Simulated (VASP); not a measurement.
Here is a VASP 6.6.1 calculation.

File INCAR:

```
  PREC = Accurate
  ENCUT = 520
  EDIFF = 1E-6
  ISMEAR = 0
  SIGMA = 0.15
  LREAL = False
  LASPH = True
  NELM = 80
  ALGO = Normal
  ISIF = 2
  LWAVE = False
  LCHARG = False
  GGA = PE
  NBANDS = 15
```

The input KPOINTS:

```
regular mesh
0
Gamma
  18 18 18
```

File POSCAR:

```
ZrC
1.0
    0.0000000000      2.4442184000      2.1621932000
    2.4442184000      0.0000000000      2.1621932000
    2.4442184000      2.4442184000      0.0000000000
Zr C
1 1
Direct
    0.5000000000      0.5000000000      0.5000000000
    0.0000000000      0.0000000000      0.0000000000
```

Potentials or basis: VASP PAW PBE potentials, release 64 (Zr_sv, C).

Run with:

```sh
$ cat potpaw_PBE.64/Zr_sv/POTCAR potpaw_PBE.64/C/POTCAR > POTCAR
$ mpirun -np 1 vasp_std > vasp.out
```

**Question.** Estimate the pressure.

**Answer.** 9.1 GPa.

**Question.** Estimate the band gap on the k mesh.

**Answer.** Zero (bands 8 and 9 overlap by 1.76 eV).

Stress tensor (GPa, compression positive):
```
-9.45  0.00  0.00
 0.00 -9.45  0.00
 0.00  0.00 46.06
```

Caveat: the cell differs from its parent crystal (strain +0.040 along x and y, -0.080 along z); the cell stands under pressure.
